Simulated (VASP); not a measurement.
Crystal: ZrB2.

```
Zr B
1.0
     3.17000    0.00000    0.00000
    -1.58500    2.74530    0.00000
     0.00000    0.00000    3.53300
Zr B
1 2
Direct
  0.00000 0.00000 0.00000
  0.66667 0.33333 0.50000
  0.33333 0.66667 0.50000
```

```yaml
Program: VASP 6.6.1
Task: relaxation of cell and atoms
Functional: r2SCAN
Potentials_or_basis: VASP PAW PBE potentials, release 64 (Zr_sv, B)
Cutoff: 600 eV
k_mesh: 10 × 10 × 8
Occupations: fermi-dirac, width 0.05 eV
Spin: no spin polarisation
Hubbard_terms: Zr d U = 4.0 eV
```

At the start: pressure 10.3 GPa; volume 10.25 Å³/atom.

Problem. Where does the relaxation end?

Solution. Over 7 steps the energy falls by 15.1 meV/atom and the volume is 10.69 Å³/atom (+4.3 %); space group P6/mmm (No. 191, to 0.1 Å) before and after.

Step by step:
| step | energy change (eV) | largest force (eV/Å) | pressure (GPa) | volume (Å³) |
| --- | --- | --- | --- | --- |
| 1 | 0.0000 | 0.0000 | 10.28 | 30.75 |
| 2 | 0.0156 | 0.0000 | -10.92 | 33.76 |
| 3 | -0.0433 | 0.0000 | -0.43 | 32.10 |
| 4 | -0.0433 | 0.0000 | -0.25 | 32.07 |
| 5 | -0.0453 | 0.0000 | 0.13 | 32.04 |
| 6 | -0.0453 | 0.0000 | 0.13 | 32.04 |
| 7 | -0.0453 | 0.0000 | -0.11 | 32.07 |

Final structure:
```
CELL_PARAMETERS angstrom
3.19779 0.00000 0.00000
-1.59890 2.76937 0.00000
0.00000 0.00000 3.62187
ATOMIC_POSITIONS crystal
Zr 0.00000 0.00000 0.00000
B 0.66667 0.33333 0.50000
B 0.33333 0.66667 0.50000
```

Caveat: the PAW data sets were made with another functional, which shifts forces and pressure a little; U without spin polarisation on a metal has little footing; the U is typed as a test and isn't derived for this compound.
